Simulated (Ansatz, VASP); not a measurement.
# Y in VASP and in Ansatz

INCAR

```
PREC = Accurate
ENCUT = 520
EDIFF = 1E-6
ISMEAR = -1
SIGMA = 0.1
LREAL = F
LASPH = T
NELM = 80
ALGO = Normal
ISIF = 2
LWAVE = F
LCHARG = F
GGA = RE
NBANDS = 12
```

Contents of KPOINTS:

```
Automatic mesh
0
Gamma
  18 18 18
```

File POSCAR:

```
Y
1.0
   -2.0695394367      2.0695394367      2.0695394367
    2.0695394367     -2.0695394367      2.0695394367
    2.0695394367      2.0695394367     -2.0695394367
Y
1
Direct
    0.0000000000      0.0000000000      0.0000000000
```

Input for Ansatz:

```yaml
crystal:
  lattice:
    - [-2.0695394367, 2.0695394367, 2.0695394367]
    - [2.0695394367, -2.0695394367, 2.0695394367]
    - [2.0695394367, 2.0695394367, -2.0695394367]
  atoms:
    - { symbol: "Y", position: [0.0, 0.0, 0.0] }
hamiltonian:
  xc: revpbe
  pseudopotentials:
    kind: paw
    azcp:
      "Y": "pseudopotentials/Y.paw.azcp"
basis:
  ecutwfc: 420
  fft_grid_basis: typed
kpoints:
  mp_grid: { grid: [18, 18, 18], shift: [0, 0, 0] }
magnetization:
  spin_polarized: false
scf:
  occupations: { method: fermi_dirac, width: 0.1 }
output:
  stress: true
  write_density: true
  write_potential: true
  elf: true
  volumetric_format: npy
```

Alike in both runs: task single point; functional revPBE; k mesh 18 × 18 × 18; occupations fermi-dirac, width 0.1 eV; no spin polarisation.

|  | VASP | Ansatz |
| --- | --- | --- |
| version | VASP 6.6.1 | Ansatz 0.2.0 |
| potentials or method | VASP PAW PBE potentials, release 64 (Y_sv), cutoff 520 eV | plane waves (420 eV) with PAW, scalar-relativistic |
| valence electrons in the cell | 11 | 11 |

```csv
,VASP,Ansatz,Ansatz less VASP
pressure (GPa),-1.5,-1.4,+0.12
```

VASP's potentials were made for PBE, not for revPBE.
